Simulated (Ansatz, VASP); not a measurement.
## Ge in VASP and in Ansatz

```xyz
2
Lattice="0.0000 2.9230 2.8804 2.9230 0.0000 2.8804 2.9230 2.9230 0.0000" Properties=species:S:1:pos:R:3 pbc="T T T"
Ge    2.9230    2.9230    2.8804
Ge    4.3845    4.3845    4.3207
```

Change from the starting cell: strain +0.030 along x and y, +0.015 along z, atoms carried along.

Alike in both runs: task single point; functional PBEsol; k mesh 18 × 18 × 18; occupations gaussian, width 0.15 eV; no spin polarisation.

|  | VASP | Ansatz |
| --- | --- | --- |
| version | VASP 6.6.1 | Ansatz 0.2.0 |
| potentials or method | VASP PAW PBE potentials, release 64 (Ge_d), cutoff 520 eV | scalar-relativistic, plane waves, PAW |
| valence electrons in the cell | 28 | 28 |

VASP gave:

| Property | Result |
| --- | --- |
| gap on the k mesh at the Fermi level (eV) | none |
| pressure (GPa) | -3.9 |
| traceless stress, the component that is largest in VASP (GPa) | 0.62 |

Problem. Estimate Ansatz's values.

Solution. gap on the k mesh at the Fermi level (eV): none; pressure (GPa): -4.2; traceless stress, the component that is largest in VASP (GPa): 0.62.

VASP's potentials were made for PBE, not for PBEsol. A gap of «none» marks a metal or a gap that the smearing closes.
